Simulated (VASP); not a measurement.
A run of VASP 6.6.1 is set up as follows.

File INCAR:

```
SYSTEM = H3C18N
PREC = Accurate
ENCUT = 520
EDIFF = 1E-6
ISMEAR = 0
SIGMA = 0.05
LREAL = Auto
LASPH = .True.
NELM = 80
ALGO = Normal
ISIF = 2
LWAVE = .False.
LCHARG = .False.
GGA = PE
IVDW = 12
NBANDS = 57
```

KPOINTS

```
Automatic mesh
0
Gamma
  2 2 1
  0 0 0
```

POSCAR

```
H3C18N
1.0
    7.3980000000      0.0000000000      0.0000000000
   -3.6990000000      6.4068560000      0.0000000000
    0.0000000000      0.0000000000     12.0000000000
C N H
18 1 3
Direct
    0.0043221091     -0.0032316943      0.0598931667
    0.2279893541      0.1086042827      0.0597123333
    0.0044469529      0.3322020973      0.0598063333
    0.2279385329      0.4439703343      0.0598857500
    0.0064291612      0.6654763272      0.0596975833
    0.2259473470      0.7751728773      0.0595373333
    0.3377593271     -0.0012218161      0.0592044167
    0.5612547521      0.1105543811      0.0587875000
    0.3397535838      0.3321576137      0.0597884167
    0.5593011442      0.4419264301      0.0595526667
    0.3377032448      0.6634870520      0.0596549167
    0.5612877005      0.7752615323      0.0595860833
    0.6730184996     -0.0012876831      0.0593015833
    0.8925811740      0.1085251487      0.0597403333
    0.6710227030      0.3301416483      0.0591315833
    0.8946712529      0.4419921409      0.0595820000
    0.6710890265      0.6655432868      0.0597090000
    0.8945727802      0.7772501832      0.0597690833
    0.5274322107      0.0991409827      0.3408922500
    0.5517325790      0.1886327709      0.4102275833
    0.6672977091      0.1639649775      0.3000960833
    0.4304042038      0.1239008649      0.2906101667
```

Potentials or basis: VASP PAW PBE potentials, release 64 (C, N, H).

Run with:

```sh
$ cat potpaw_PBE.64/C/POTCAR potpaw_PBE.64/N/POTCAR potpaw_PBE.64/H/POTCAR > POTCAR
$ mpirun -np 1 vasp_std > vasp.out
```

Problem. What does it give for the dispersion energy per atom?

Solution. -0.080 eV.

Problem. Predict the band gap on the k mesh.

Solution. 0.22 eV.

Problem. What does it give for the largest force?

Solution. 0.061 eV/Å.

Forces on the atoms (eV/Å):
```
C    0.001  0.005 -0.003
C    0.001  0.003  0.002
C    0.002 -0.005  0.000
C    0.006  0.000  0.002
C   -0.009 -0.003  0.002
C    0.004  0.004  0.000
C    0.003 -0.005 -0.003
C   -0.003 -0.007  0.000
C   -0.001 -0.001  0.000
C    0.005  0.007  0.002
C    0.007  0.001  0.002
C    0.000  0.002  0.000
C    0.002 -0.006  0.000
C    0.002  0.008 -0.002
C   -0.008  0.004  0.001
C   -0.009  0.005  0.001
C    0.004 -0.005  0.002
C   -0.007 -0.007 -0.001
N   -0.012  0.054 -0.024
H    0.008 -0.021  0.016
H    0.014 -0.011  0.002
H   -0.010 -0.020  0.000
```

Caveat: the k points lie up to 0.49 Å⁻¹ apart; there is no dipole correction, which matters where the two faces differ.
